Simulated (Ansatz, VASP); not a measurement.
## BAs in VASP and in Ansatz

```
B As
1.0
     0.00000    2.39187    2.33877
     2.39187    0.00000    2.33877
     2.39187    2.39187    0.00000
B As
1 1
Direct
  0.00000 0.00000 0.00000
  0.25000 0.25000 0.25000
```

Change from the starting cell: uniaxial_z strain -2.2%.

Alike in both runs: task single point; functional HSE06; k mesh 6 × 6 × 6; no spin polarisation.

```csv
,VASP,Ansatz
version,VASP 6.6.1,Ansatz 0.2.0
potentials or method,"VASP PAW PBE potentials, release 64 (B, As)","plane waves, PAW"
plane-wave cutoff (eV),420,420
occupations,"gaussian, width 0.01 eV",fixed
valence electrons in the cell,8,18
```

Ansatz gave:

- gap on the k mesh at the Fermi level (eV): 1.57

**Question.** What did VASP give for the same quantities?

**Answer.** gap on the k mesh at the Fermi level (eV): 1.58.

VASP's potentials hold 8 valence electrons a cell and Ansatz's 18, so a difference there can come from the potentials and not from the codes. Ansatz's warnings: stress exchange threshold loose, stress scf threshold loose.
